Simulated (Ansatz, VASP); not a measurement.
Ca2AgF in VASP and in Ansatz

```
Ca Ag F
1.0
     3.88855    0.00000    0.00000
    -1.94427    3.36758    0.00000
     0.00000    0.00000    7.33599
Ca Ag F
2 1 1
Direct
  0.33333 0.66667 0.27280
  0.66667 0.33333 0.72720
  0.00000 0.00000 0.00000
  0.00000 0.00000 0.50000
```

Alike in both runs: task relaxation of cell and atoms; functional PBE; k mesh 12 × 12 × 6; occupations gaussian, width 0.1 eV; no spin polarisation.

|  | VASP | Ansatz |
| --- | --- | --- |
| version | VASP 6.6.1 | Ansatz 0.2.0 |
| potentials or method | VASP PAW PBE potentials, release 64 (Ca_sv, Ag, F), cutoff 600 eV | scalar-relativistic, plane waves, PAW |
| valence electrons in the cell | 38 | 46 |

Ansatz gave:

- gap on the k mesh at the Fermi level, each at its own relaxed structure (eV): none
- relaxed volume (Å³/atom): 23.89
- relaxed length of the cell vector where the two differ most in proportion (Å): 7.340

Q: What did VASP give for the same quantities?

A: gap on the k mesh at the Fermi level, each at its own relaxed structure (eV): none; relaxed volume (Å³/atom): 23.88; relaxed length of the cell vector where the two differ most in proportion (Å): 7.347.

A gap of «none» marks a metal or a gap that the smearing closes. VASP's potentials hold 38 valence electrons a cell and Ansatz's 46, so a difference there can come from the potentials and not from the codes.
